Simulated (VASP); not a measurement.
# Ti (P6_3/mmc) in VASP: a series of runs

Ti is run at these levels: PBE; tasks: single point.

Everything below comes from runs of VASP 6.6.1. Logs are shortened: lines on timing, memory, paths and dates and some standing lists are left out, and cuts for length are marked.

## 1. The cell of the first run

It takes space group P6_3/mmc (No. 194, hexagonal). Conventional cell: a = 2.877 Å, b = 2.877 Å, c = 4.560 Å, α = 90.00°, β = 90.00°, γ = 120.00°. Ti (site symmetry -6m2) has 12 Ti at 2.82 to 2.88 Å within 3.7 Å.

## 2. Single point, PBE (volume scaled by 0.94, then relaxed in part)

File INCAR:

```
SYSTEM = Ti
ALGO = Normal
EDIFF = 1E-6
ENCUT = 500
GGA = PE
GGA_COMPAT = .FALSE.
ISIF = 2
ISMEAR = 0
LASPH = .TRUE.
LCHARG = .TRUE.
LELF = .TRUE.
LREAL = .FALSE.
LVHAR = .TRUE.
LWAVE = .FALSE.
NBANDS = 19
NELM = 120
PREC = Accurate
SIGMA = 0.1
```

File KPOINTS:

```
k-points
0
G
  18 18 10
  0 0 0
```

File POSCAR:

```
Ti
1.0
    2.8771479584      0.0000000000      0.0000000000
   -1.4385739792      2.4916832224      0.0000000000
    0.0000000000      0.0000000000      4.5600499158
Ti
2
Direct
    0.3333333333      0.6666666667      0.2500000000
    0.6666666667      0.3333333333      0.7500000000
```

Potentials or basis: VASP PAW PBE potentials, release 64 (Ti_sv).

Started as:

```
cat potpaw_PBE.64/Ti_sv/POTCAR > POTCAR
mpirun -np 1 vasp_std > vasp.out
```

OUTCAR:

```text
SYSTEM = Ti
   EDIFF = 1E-6
   ENCUT = 500
   GGA = PE
   ISIF = 2
   ISMEAR = 0
   LASPH = .TRUE.
   LREAL = .FALSE.
   NELM = 120
   PREC = Accurate

 ion  position               nearest neighbor table
   1  0.333  0.667  0.250-   2 2.82   2 2.82   2 2.82   2 2.82   2 2.82   2 2.82
   2  0.667  0.333  0.750-   1 2.82   1 2.82   1 2.82   1 2.82   1 2.82   1 2.82

  LATTYP: Found a hexagonal cell.
 ALAT       =     2.8771479584
 C/A-ratio  =     1.5849201994

  Lattice vectors:

 A1 = (   2.8771479584,   0.0000000000,   0.0000000000)
 A2 = (  -1.4385739792,   2.4916832224,   0.0000000000)
 A3 = (   0.0000000000,   0.0000000000,   4.5600499158)

Analysis of symmetry for initial positions (statically):
=====================================================================
 Subroutine PRICEL returns:
 Original cell was already a primitive cell.

 Routine SETGRP: Setting up the symmetry group for a
 hexagonal supercell.

 Subroutine GETGRP returns: Found 24 space group operations
 (whereof 12 operations were pure point group operations)
 out of a pool of 24 trial point group operations.

The static configuration has the point symmetry D_3d.
 The point group associated with its full space group is D_6h.

Analysis of symmetry for dynamics (positions and initial velocities):
=====================================================================
 Subroutine PRICEL returns:
 Original cell was already a primitive cell.

 Routine SETGRP: Setting up the symmetry group for a
 hexagonal supercell.

 Subroutine GETGRP returns: Found 24 space group operations
 (whereof 12 operations were pure point group operations)
 out of a pool of 24 trial point group operations.

The dynamic configuration has the point symmetry D_3d.
 The point group associated with its full space group is D_6h.

 Subroutine INISYM returns: Found 24 space group operations
 (whereof 12 operations are pure point group operations),
 and found     1 'primitive' translations

----------------------------------------------------------------------------------------

                                     Primitive cell

  volume of cell :      32.6907

  direct lattice vectors                    reciprocal lattice vectors
     2.877147958  0.000000000  0.000000000     0.347566415  0.200667563  0.000000000
    -1.438573979  2.491683222  0.000000000     0.000000000  0.401335126  0.000000000
     0.000000000  0.000000000  4.560049916     0.000000000  0.000000000  0.219295845

  length of vectors
     2.877147958  2.877147958  4.560049916     0.401335126  0.401335126  0.219295845

  position of ions in fractional coordinates (direct lattice)
     0.333333333  0.666666667  0.250000000
     0.666666667  0.333333333  0.750000000

  ion indices of the primitive-cell ions
   primitive index   ion index
                 1           1
                 2           2

----------------------------------------------------------------------------------------

 KPOINTS: k-points

Automatic generation of k-mesh.
 Grid dimensions read from file:
 generate k-points for:   18   18   10

 Generating k-lattice:

  Cartesian coordinates                     Fractional coordinates (reciprocal lattice)
     0.019309245  0.011148198  0.000000000     0.055555556 -0.000000000  0.000000000
     0.000000000  0.022296396  0.000000000     0.000000000  0.055555556  0.000000000
     0.000000000  0.000000000  0.021929585     0.000000000  0.000000000  0.100000000

  Length of vectors
     0.022296396  0.022296396  0.021929585

  Shift w.r.t. Gamma in fractional coordinates (k-lattice)
     0.000000000  0.000000000  0.000000000

 Subroutine IBZKPT returns following result:
 ===========================================

 Found    222 irreducible k-points:

 Following reciprocal coordinates:
            Coordinates               Weight
  0.000000  0.000000  0.000000      1.000000
  0.055556  0.000000  0.000000      6.000000
  0.111111  0.000000  0.000000      6.000000
  0.166667 -0.000000  0.000000      6.000000
  0.222222 -0.000000  0.000000      6.000000
  0.277778  0.000000  0.000000      6.000000
[... 16 lines left out ...]
  0.333333  0.111111  0.000000     12.000000
  0.388889  0.111111  0.000000     12.000000
 [... further k-points ...]
   k-points           NKPTS =    222   k-points in BZ     NKDIM =    222   number of bands    NBANDS=     19
   number of dos      NEDOS =    301   number of ions     NIONS =      2
   total plane-waves  NPLWV =  20736
   dimension x,y,z NGX =    24 NGY =   24 NGZ =   36
   dimension x,y,z NGXF=    48 NGYF=   48 NGZF=   72
   ions per type =               2
   NGX,Y,Z   is equivalent  to a cutoff of  13.87, 13.87, 13.12 a.u.
   NGXF,Y,Z  is equivalent  to a cutoff of  27.74, 27.74, 26.25 a.u.
 SYSTEM =  Ti
   PREC   = accura    normal or accurate (medium, high low for compatibility)
   ISTART =      0    job   : 0-new  1-cont  2-samecut
   ICHARG =      2    charge: 1-file 2-atom 10-const
   ISPIN  =      1    spin polarized calculation?
   LNONCOLLINEAR =      F non collinear calculations
   LSORBIT =      F    spin-orbit coupling
   LASPH  =      T    aspherical Exc in radial PAW
   ENCUT  =  500.0 eV  36.75 Ry    6.06 a.u.   5.25  5.25  8.31*2*pi/ulx,y,z
   NELM   =    120;   NELMIN=  2; NELMDL= -5     # of ELM steps
   EDIFF  = 0.1E-05   stopping-criterion for ELM
   LREAL  =      F    real-space projection
   EDIFFG = 0.1E-04   stopping-criterion for IOM
   NSW    =      0    number of steps for IOM
   IBRION =     -1    ionic relax: 0-MD 1-quasi-New 2-CG
   NFREE  =      0    steps in history (QN), initial steepest desc. (CG)
   ISIF   =      2    stress and relaxation
   ISYM   =      2    0-nonsym 1-usesym 2-fastsym
   POTIM  = 0.5000    time-step for ionic-motion
   TEBEG  =    0.0;   TEEND  =   0.0 temperature during run
   PSTRESS=    0.0 pullay stress
   NELECT =      24.0000    total number of electrons
   NUPDOWN=      -1.0000    fix difference up-down
   EMIN   =  10.00;   EMAX   =-10.00  energy-range for DOS
   EFERMI =   0.00;   METHOD = LEGACY
   ISMEAR =     0;   SIGMA  =   0.10  broadening in eV -4-tet -1-fermi 0-gaus
   EFERMI_NEDOS =   21; number of points for ismear=-14 and -15
   IALGO  =     38    algorithm
   IMIX   =      4    mixing-type and parameters
     AMIX     =   0.40;   BMIX     =  1.00
     AMIX_MAG =   1.60;   BMIX_MAG =  1.00
  volume/ion in A,a.u.               =      16.35       110.30
  Fermi-wavevector in a.u.,A,eV,Ry     =   1.476852  2.790846 29.675564  2.181092
  Thomas-Fermi vector in A             =   2.591328
   LORBIT       =      0    0 simple, 1 ext, 2 COOP (PROOUT), +10 PAW based schemes
   GGA     = PE    functional components
   LHFCALC =     F    Hartree Fock is set to
   AEXX    =    0.0000 exact exchange contribution
   IVDW    =     0    specifies the selected vdW correction
   LEPSILON=     F    determine dielectric tensor
   LRPA    =     F    only Hartree local field effects (RPA)
 non-spin polarized calculation
 Gauss-broadening in eV      SIGMA  =   0.10
  energy-cutoff  :      500.00
  volume of cell :       32.69
 maximum number of plane-waves:       844
 NGX is ok and might be reduce to    24
   NGX = 11   NGY = 11   NGZ = 17

 number of electron      24.0000003 magnetization

 Free energy of the ion-electron system (eV)
  ---------------------------------------------------
  ext. energy  EPLUGINS =         0.00000000
  ---------------------------------------------------
  free energy    TOTEN  =       -15.63217749 eV

  energy without entropy =      -15.62328061  energy(sigma->0) =      -15.62772905

 E-fermi :   9.0035     XC(G=0): -11.7867

 val. band max:        8.9882334380   @ k =   0.3333   0.1667   0.4000
 cond. band min:       9.0045134183   @ k =   0.0556   0.0000   0.5000
 fundamental gap:      0.0162799803
 Fermi energy:         9.0035140824

 k-point     1 :       0.0000    0.0000    0.0000
  band No.  band energies     occupation
      1     -47.7691      2.00000
      2     -47.5950      2.00000
      3     -24.4296      2.00000
      4     -23.6563      2.00000
      5     -23.6563      2.00000
      6     -23.5708      2.00000
[... 11 lines left out ...]
     18      10.7298      0.00000
     19      12.3844      0.00000

 k-point     2 :       0.0556    0.0000    0.0000
  band No.  band energies     occupation
      1     -47.7652      2.00000
      2     -47.5935      2.00000
      3     -24.4214      2.00000
      4     -23.6735      2.00000
      5     -23.6621      2.00000
      6     -23.5743      2.00000
[... 11 lines left out ...]
     18      10.6757      0.00000
     19      12.4142      0.00000

 k-point     3 :       0.1111    0.0000    0.0000
  band No.  band energies     occupation
      1     -47.7539      2.00000
      2     -47.5891      2.00000
      3     -24.3970      2.00000
      4     -23.7231      2.00000
      5     -23.6783      2.00000
      6     -23.6052      2.00000
[... 11 lines left out ...]
     18      10.5775      0.00000
     19      12.4889      0.00000

 k-point     4 :       0.1667   -0.0000    0.0000
  band No.  band energies     occupation
      1     -47.7361      2.00000
      2     -47.5826      2.00000
      3     -24.3582      2.00000
      4     -23.7995      2.00000
      5     -23.7025      2.00000
      6     -23.6819      2.00000
[... 11 lines left out ...]
     18      10.8537      0.00000
     19      12.5801      0.00000

 k-point     5 :       0.2222   -0.0000    0.0000
  band No.  band energies     occupation
      1     -47.7137      2.00000
      2     -47.5753      2.00000
      3     -24.3074      2.00000
      4     -23.8939      2.00000
      5     -23.7736      2.00000
      6     -23.7313      2.00000
[... 11 lines left out ...]
     18      11.2114      0.00000
     19      12.6660      0.00000

 k-point     6 :       0.2778    0.0000    0.0000
  band No.  band energies     occupation
      1     -47.6887      2.00000
      2     -47.5685      2.00000
      3     -24.2481      2.00000
      4     -23.9949      2.00000
      5     -23.8683      2.00000
      6     -23.7611      2.00000
[... 11 lines left out ...]
     18      11.6200      0.00000
     19      12.7361      0.00000

 k-point     7 :       0.3333   -0.0000    0.0000
  band No.  band energies     occupation
      1     -47.6637      2.00000
      2     -47.5635      2.00000
      3     -24.1850      2.00000
      4     -24.0900      2.00000
      5     -23.9551      2.00000
      6     -23.7885      2.00000
[... 11 lines left out ...]
     18      12.0411      0.00000
     19      12.7877      0.00000

 k-point     8 :       0.3889   -0.0000    0.0000
  band No.  band energies     occupation
      1     -47.6413      2.00000
      2     -47.5614      2.00000
      3     -24.1676      2.00000
      4     -24.1242      2.00000
      5     -24.0245      2.00000
      6     -23.8104      2.00000
[... 256 lines left out ...]
 k-point    20 :       0.1667    0.1111    0.0000
  band No.  band energies     occupation
      1     -47.7047      2.00000
      2     -47.5726      2.00000
      3     -24.2865      2.00000
      4     -23.8990      2.00000
      5     -23.8490      2.00000
      6     -23.7126      2.00000
[... 11 lines left out ...]
     18      11.5177      0.00000
     19      12.6347      0.00000

 k-point    21 :       0.2222    0.1111    0.0000
  band No.  band energies     occupation
      1     -47.6808      2.00000
      2     -47.5666      2.00000
      3     -24.2287      2.00000
      4     -23.9907      2.00000
      5     -23.9168      2.00000
      6     -23.7577      2.00000
[... 11 lines left out ...]
     18      11.9916      0.00000
     19      12.6789      0.00000

 k-point    22 :       0.2778    0.1111    0.0000
  band No.  band energies     occupation
      1     -47.6567      2.00000
      2     -47.5625      2.00000
      3     -24.1669      2.00000
      4     -24.0796      2.00000
      5     -23.9763      2.00000
      6     -23.8009      2.00000
[... 11 lines left out ...]
     18      12.5028      0.00000
     19      12.7129      0.00000

 k-point    23 :       0.3333    0.1111    0.0000
  band No.  band energies     occupation
      1     -47.6351      2.00000
      2     -47.5611      2.00000
      3     -24.1521      2.00000
      4     -24.1067      2.00000
      5     -24.0241      2.00000
      6     -23.8359      2.00000
[... 11 lines left out ...]
     18      12.7355      0.00000
     19      13.0307      0.00000

 k-point    24 :       0.3889    0.1111    0.0000
  band No.  band energies     occupation
      1     -47.6191      2.00000
      2     -47.5620      2.00000
      3     -24.1992      2.00000
      4     -24.0582      2.00000
      5     -24.0552      2.00000
      6     -23.8584      2.00000
[... 11 lines left out ...]
     18      12.7480      0.00000
     19      13.5608      0.00000

 [... further k-points ...]

------------------------ aborting loop because EDIFF is reached ----------------------------------------

  FORCE on cell =-STRESS in cart. coord.  units (eV):
  Direction    XX          YY          ZZ          XY          YZ          ZX
  --------------------------------------------------------------------------------------
  -------------------------------------------------------------------------------------
  Total        1.5045807      1.5045807      1.5069536      0.0000000      0.0000000      0.0000000
  in kB       73.7397149     73.7397149     73.8560087      0.0000000      0.0000000      0.0000000
  external PRESSURE =      73.7784795 kB  Pullay stress =       0.0000000 kB

 VOLUME and BASIS-vectors are now :
 -----------------------------------------------------------------------------
  energy-cutoff  :      500.00
  volume of cell :       32.69
      direct lattice vectors                 reciprocal lattice vectors
     2.877147958  0.000000000  0.000000000     0.347566415  0.200667563  0.000000000
    -1.438573979  2.491683222  0.000000000     0.000000000  0.401335126  0.000000000
     0.000000000  0.000000000  4.560049916     0.000000000  0.000000000  0.219295845

 POSITION                                       TOTAL-FORCE (eV/Angst)
 -----------------------------------------------------------------------------------
     -0.00000      1.66112      1.14001        -0.000000     -0.000000      0.000000
      1.43857      0.83056      3.42004         0.000000      0.000000      0.000000
 -----------------------------------------------------------------------------------
    total drift:                               -0.000000      0.000000     -0.000000

  FREE ENERGIE OF THE ION-ELECTRON SYSTEM (eV)
  ---------------------------------------------------
  free  energy   TOTEN  =       -15.6321774918 eV

  energy  without entropy=      -15.6232806061  energy(sigma->0) =      -15.62772905
```

Run time: 54 s. Hardware: 1 thread of Intel Xeon 6975P-C, shared host; peak memory 0.23 GiB.

Results:

| Quantity | Value |
| --- | --- |
| Free energy | -15.6322 eV |
| Pressure | 7.4 GPa |
| Band gap on the k mesh | zero (band 12 reaches 9.80 eV, above the bottom of band 13 at 8.67 eV) |

## 3. Single point, PBE (volume scaled by 0.97, then relaxed in part)

File INCAR:

```
SYSTEM = Ti
PREC = Accurate
ENCUT = 500
EDIFF = 1E-6
ISMEAR = 0
SIGMA = 0.1
LREAL = .False.
LASPH = .True.
NELM = 120
ALGO = Normal
ISIF = 2
LWAVE = .False.
LCHARG = .False.
GGA = PE
NBANDS = 19
GGA_COMPAT = .False.
```

File KPOINTS:

```
regular mesh
0
Gamma
  18 18 10
  0 0 0
```

File POSCAR:

```
Ti
1.0
    2.9090571258      0.0000000000      0.0000000000
   -1.4545285629      2.5193173720      0.0000000000
    0.0000000000      0.0000000000      4.6029194021
Ti
2
Direct
    0.3333333333      0.6666666667      0.2500000000
    0.6666666667      0.3333333333      0.7500000000
```

Potentials or basis: VASP PAW PBE potentials, release 64 (Ti_sv).

Started as:

```
cat potpaw_PBE.64/Ti_sv/POTCAR > POTCAR
mpirun -np 1 vasp_std > vasp.out
```

It took 58 s on 1 thread of Intel Xeon 6975P-C, shared host; peak memory 0.24 GiB.

Results (log left out):

```
Free energy            : -15.6670 eV
Pressure               : 3.3 GPa
Band gap on the k mesh : zero (band 12 reaches 9.44 eV, above the bottom of band 13 at 8.32 eV)
```

Stress tensor (GPa, compression positive):
```
3.26 0.00 0.00
0.00 3.26 0.00
0.00 0.00 3.35
```

Levels at points of the mesh, in eV from the Fermi level:
| k point | band 10 | band 11 | band 12 | band 13 | band 14 | band 15 |
| --- | --- | --- | --- | --- | --- | --- |
| (0.00, 0.00, 0.00) | -2.77 | 0.78 | 0.78 | 0.85 | 0.90 | 1.30 |
| (0.50, 0.00, 0.00) | -2.25 | -1.93 | -0.61 | 0.47 | 0.65 | 1.21 |
| (0.00, 0.00, 0.50) | -4.39 | 0.08 | 0.08 | 0.68 | 0.68 | 0.68 |
| (0.50, 0.00, 0.50) | -2.63 | -0.86 | -0.86 | 1.40 | 1.40 | 1.77 |
